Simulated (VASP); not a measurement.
# Te (P3_121) in VASP: further runs, part 2 of 2

VASP 6.6.1.

## 3. Relaxation of cell and atoms, PBE

This run uses another cell than the first one, of 33.99 Å³/atom, 1.029 times its volume.

INCAR reads:

```
PREC = Accurate
ENCUT = 600
EDIFF = 1E-6
ISMEAR = 0
SIGMA = 0.1
LREAL = False
LASPH = True
NELM = 100
ALGO = Normal
ISIF = 3
LWAVE = False
LCHARG = False
GGA = PE
IBRION = 2
NSW = 100
EDIFFG = -0.05
```

KPOINTS reads:

```
regular mesh
0
Gamma
  6 6 4
```

POSCAR reads:

```
Te
1.0
    4.4579994587      0.0000000000      0.0000000000
   -2.2289997294      3.8607407813      0.0000000000
    0.0000000000      0.0000000000      5.9250000000
Te
3
Direct
    0.7450000000      0.0000000000      0.3333333333
    0.0000000000      0.7450000000      0.6666666667
    0.2550000000      0.2550000000      0.0000000000
```

Potentials or basis: VASP PAW PBE potentials, release 64 (Te).

Run with:

```
$ cat potpaw_PBE.64/Te/POTCAR > POTCAR
$ mpirun -np 1 vasp_std > vasp.out
```

Run time: 1.9 min. Hardware: 1 thread of Oxide Virtual Turin-like, shared host; peak memory 0.23 GiB.

Results (log left out):

| Property | Result |
| --- | --- |
| Free energy | -9.4259 eV |
| Relaxed volume | 35.58 Å³/atom |
| Relaxed cell | a = 4.554 Å, b = 4.554 Å, c = 5.943 Å, α = 90.00°, β = 90.00°, γ = 120.00° |
| Space group after relaxing (to 0.05 Å) | P3_121 (No. 152) |
| Energy gained by relaxing | 26.9 meV/atom |
| Ionic steps | 6 |
| Pressure after relaxing | 0.0 GPa |
| Largest force after relaxing | 0.049 eV/Å |
| Band gap on the k mesh | 0.26 eV, direct |

Forces in eV/Å, atoms in the order of the input:
```
Te  -0.049  0.000  0.000
Te   0.024 -0.042  0.000
Te   0.024  0.042  0.000
```

The path:
| step | energy change (eV) | largest force (eV/Å) | pressure (GPa) | volume (Å³) |
| --- | --- | --- | --- | --- |
| 1 | 0.0000 | 0.6295 | 3.20 | 101.98 |
| 2 | -0.0344 | 0.1730 | -2.08 | 112.31 |
| 3 | -0.0711 | 0.1220 | -0.14 | 107.74 |
| 4 | -0.0711 | 0.1306 | -0.08 | 107.62 |
| 5 | -0.0748 | 0.1100 | -0.06 | 107.40 |
| 6 | -0.0808 | 0.0485 | 0.02 | 106.74 |

Final structure:
```
Te
1.0
     4.55388    0.00000    0.00000
    -2.27694    3.94378    0.00000
     0.00000    0.00000    5.94309
Te
3
Direct
  0.73595 0.00000 0.33333
  0.00000 0.73595 0.66667
  0.26405 0.26405 0.00000
```

Levels at points of the mesh, in eV from the valence-band top:
| k point | band 7 | band 8 | band 9 | band 10 | band 11 | band 12 |
| --- | --- | --- | --- | --- | --- | --- |
| (0.00, 0.00, 0.00) | -1.58 | -1.58 | -0.71 | 1.03 | 1.03 | 1.57 |
| (0.50, 0.00, 0.00) | -3.21 | -1.02 | -0.79 | 0.95 | 1.03 | 3.21 |
| (0.00, 0.00, 0.50) | -1.24 | -1.03 | -1.03 | 0.55 | 0.55 | 0.57 |
| (0.50, 0.00, 0.50) | -2.24 | -1.89 | -0.13 | 0.89 | 1.95 | 2.48 |

Caveat: spin-orbit coupling is left out, which moves the levels of the heavy elements; the relaxation stopped at a loose force limit of 0.05 eV/Å, so its end isn't a converged minimum.

## 4. Single point, PBE (biaxial strain in the a-b plane: -3.0 %, then relaxed in part)

INCAR reads:

```
SYSTEM = Te
PREC = Accurate
ENCUT = 520
EDIFF = 1E-6
ISMEAR = 0
SIGMA = 0.01
LREAL = .FALSE.
LASPH = .TRUE.
NELM = 80
ALGO = Normal
ISIF = 2
LWAVE = .FALSE.
LCHARG = .FALSE.
GGA = PE
NBANDS = 16
```

KPOINTS reads:

```
Automatic mesh
0
G
  12 12 6
  0 0 0
```

POSCAR reads:

```
Te
1.0
    4.3869296785      0.0000000000      0.0000000000
   -2.1934648392      3.7991925462      0.0000000000
    0.0000000000      0.0000000000      6.0682831605
Te
3
Direct
    0.7247484990      0.0000000000      0.3333333333
    0.0000000000      0.7247484990      0.6666666667
    0.2752515010      0.2752515010      0.0000000000
```

Run with:

```
$ cat potpaw_PBE.64/Te/POTCAR > POTCAR
$ mpirun -np 1 vasp_std > vasp.out
```

Run time: 2.2 min. Hardware: 1 thread of Oxide Virtual Turin-like, shared host; peak memory 0.28 GiB.

The run converged. Its results:

```
Free energy            : -9.4178 eV
Pressure               : 0.6 GPa
Largest force          : 0.008 eV/Å
Band gap on the k mesh : 0.01 eV, direct
```

Forces in eV/Å, atoms in the order of the input:
```
Te  -0.008  0.000  0.000
Te   0.004 -0.007  0.000
Te   0.004  0.007  0.000
```

Stress tensor (GPa, compression positive):
```
0.84 0.00 0.00
0.00 0.84 0.00
0.00 0.00 0.02
```

Levels at points of the mesh, in eV from the valence-band top:
```csv
k point,band 7,band 8,band 9,band 10,band 11,band 12
"(0.00, 0.00, 0.00)",-1.56,-1.56,-0.83,1.00,1.00,1.75
"(0.50, 0.00, 0.00)",-3.52,-0.87,-0.71,0.75,0.80,2.88
"(0.00, 0.00, 0.50)",-1.19,-0.80,-0.80,0.46,0.55,0.55
"(0.50, 0.00, 0.50)",-2.45,-2.17,-0.31,0.51,1.90,2.60
```

Caveat: the cell differs from its parent crystal (biaxial strain in the a-b plane: -3.0 %, then relaxed in part); spin-orbit coupling is left out, which moves the levels of the heavy elements.

## 5. Single point, PBE (biaxial strain in the a-b plane: -3.0 %)

INCAR reads:

```
PREC = Accurate
ENCUT = 520
EDIFF = 1E-6
ISMEAR = 0
SIGMA = 0.01
LREAL = F
LASPH = T
NELM = 80
ALGO = Normal
ISIF = 2
LWAVE = F
LCHARG = F
GGA = PE
NBANDS = 16
```

KPOINTS reads:

```
Automatic mesh
0
Gamma
  12 12 6
```

POSCAR reads:

```
Te
1.0
    4.3869296785      0.0000000000      0.0000000000
   -2.1934648392      3.7991925462      0.0000000000
    0.0000000000      0.0000000000      6.0626678536
Te
3
Direct
    0.7282783880      0.0000000000      0.3333333333
    0.0000000000      0.7282783880      0.6666666667
    0.2717216120      0.2717216120      0.0000000000
```

Potentials or basis: VASP PAW PBE potentials, release 64 (Te).

Run with:

```
$ cat potpaw_PBE.64/Te/POTCAR > POTCAR
$ mpirun -np 1 vasp_std > vasp.out
```

OUTCAR:

```text
PREC = Accurate
   ENCUT = 520
   EDIFF = 1E-6
   ISMEAR = 0
   LREAL = F
   LASPH = T
   NELM = 80
   ISIF = 2
   GGA = PE

 ion  position               nearest neighbor table
   1  0.728  0.000  0.333-   3 2.89   2 2.89   3 3.45   3 3.45   2 3.45   2 3.45
   2  0.000  0.728  0.667-   3 2.89   1 2.89   3 3.45   3 3.45   1 3.45   1 3.45
   3  0.272  0.272  0.000-   2 2.89   1 2.89   2 3.45   1 3.45   1 3.45   2 3.45

  LATTYP: Found a hexagonal cell.
[... 654 lines left out ...]

  FORCE on cell =-STRESS in cart. coord.  units (eV):
  Direction    XX          YY          ZZ          XY          YZ          ZX
  --------------------------------------------------------------------------------------
  -------------------------------------------------------------------------------------
  Total        0.7485934      0.7485934      0.3197821      0.0000000     -0.0000000     -0.0000000
  in kB       11.8697290     11.8697290      5.0704794      0.0000000     -0.0000000     -0.0000000
  external PRESSURE =       9.6033125 kB  Pullay stress =       0.0000000 kB

 VOLUME and BASIS-vectors are now :
 -----------------------------------------------------------------------------
  energy-cutoff  :      520.00
  volume of cell :      101.05
      direct lattice vectors                 reciprocal lattice vectors
     4.386929678  0.000000000  0.000000000     0.227949859  0.131606912  0.000000000
    -2.193464839  3.799192546  0.000000000     0.000000000  0.263213824  0.000000000
     0.000000000  0.000000000  6.062667854     0.000000000  0.000000000  0.164943887

 POSITION                                       TOTAL-FORCE (eV/Angst)
 -----------------------------------------------------------------------------------
      3.19491      0.00000      2.02089        -0.093493     -0.000000      0.000000
     -1.59745      2.76687      4.04178         0.046747     -0.080967     -0.000000
      0.59601      1.03232      0.00000         0.046747      0.080967     -0.000000
 -----------------------------------------------------------------------------------
    total drift:                               -0.000000      0.000000      0.000000

  FREE ENERGIE OF THE ION-ELECTRON SYSTEM (eV)
  ---------------------------------------------------
  free  energy   TOTEN  =        -9.4153250849 eV

  energy  without entropy=       -9.4152893975  energy(sigma->0) =       -9.41530724
```

OSZICAR:

```text
N       E                     dE             d eps       ncg     rms          rms(c)
DAV:   1     0.731963863491E+02    0.73196E+02   -0.65160E+03  3200   0.900E+02
DAV:   2    -0.471856090748E+01   -0.77915E+02   -0.74237E+02  4264   0.134E+02
DAV:   3    -0.934707477026E+01   -0.46285E+01   -0.46095E+01  3888   0.371E+01
DAV:   4    -0.942935979347E+01   -0.82285E-01   -0.82274E-01  5016   0.567E+00
DAV:   5    -0.943038107006E+01   -0.10213E-02   -0.10213E-02  4144   0.542E-01    0.121E+01
DAV:   6    -0.941701745542E+01    0.13364E-01   -0.15872E-02  4312   0.753E-01    0.764E+00
DAV:   7    -0.941592197335E+01    0.10955E-02   -0.35675E-02  3888   0.113E+00    0.272E-01
DAV:   8    -0.941527506888E+01    0.64690E-03   -0.66695E-03  3808   0.448E-01    0.157E-01
DAV:   9    -0.941530004236E+01   -0.24973E-04   -0.18509E-04  4688   0.898E-02    0.100E-01
DAV:  10    -0.941532722481E+01   -0.27182E-04   -0.44061E-05  4184   0.410E-02    0.283E-02
DAV:  11    -0.941532476800E+01    0.24568E-05   -0.89921E-06  4256   0.176E-02    0.620E-03
DAV:  12    -0.941532508488E+01   -0.31689E-06   -0.66353E-07  2840   0.502E-03
   1 F= -.94153251E+01 E0= -.94153072E+01  d E =-.356874E-04
```

stdout:

```text
POSCAR found type information on POSCAR Te
 POSCAR found :  1 types and       3 ions
 scaLAPACK will be used
 LDA part: xc-table for (Slater+PW92), standard interpolation
 POSCAR, INCAR and KPOINTS ok, starting setup
 FFT: planning ... GRIDC
 FFT: planning ... GRID_SOFT
 FFT: planning ... GRID
 WAVECAR not read
 entering main loop
```

It took 3.1 min on 1 thread of Oxide Virtual Turin-like, shared host; peak memory 0.27 GiB.

Results:

```yaml
Free_energy: -9.4153 eV
Pressure: 1.0 GPa
Largest_force: 0.093 eV/Å
Band_gap_on_the_k_mesh: zero (filled and empty bands touch)
```

Forces on the atoms (eV/Å):
```
Te  -0.093  0.000  0.000
Te   0.047 -0.081  0.000
Te   0.047  0.081  0.000
```

Stress tensor (GPa, compression positive):
```
1.19 0.00 0.00
0.00 1.19 0.00
0.00 0.00 0.51
```

Caveat: the cell differs from its parent crystal (biaxial strain in the a-b plane: -3.0 %); spin-orbit coupling is left out, which moves the levels of the heavy elements.

## 6. Overview

| task | cell | k mesh | cutoff (eV) | smearing | gap on the mesh (eV) | pressure (GPa) | largest force (eV/Å) |
| --- | --- | --- | --- | --- | --- | --- | --- |
| single point | a = 4.319, b = 4.319, c = 6.133 Å, angles 90.0, 90.0, 120.0°, 3 atoms | 12 × 12 × 6 | 520 | gaussian 0.01 eV | none | 1.0 | 0.01 |
| relaxation of cell and atoms | relaxed from a = 4.458, b = 4.458, c = 5.925 Å, angles 90.0, 90.0, 120.0°, 3 atoms | 6 × 6 × 4 | 600 | gaussian 0.1 eV | 0.26 | 0.0 | 0.05 |
| single point | a = 4.387, b = 4.387, c = 6.068 Å, angles 90.0, 90.0, 120.0°, 3 atoms | 12 × 12 × 6 | 520 | gaussian 0.01 eV | 0.01 | 0.6 | 0.01 |
| single point | a = 4.387, b = 4.387, c = 6.063 Å, angles 90.0, 90.0, 120.0°, 3 atoms | 12 × 12 × 6 | 520 | gaussian 0.01 eV | none | 1.0 | 0.09 |

Alike in all rows: level PBE; potentials or basis VASP PAW PBE potentials, release 64 (Te); no spin polarisation.

Caveats: spin-orbit coupling is left out, which moves the levels of the heavy elements; the relaxation stopped at a loose force limit of 0.05 eV/Å, so its end isn't a converged minimum (some runs).

Total energies depend on the potentials used, so only differences within one code and one set of settings carry meaning.
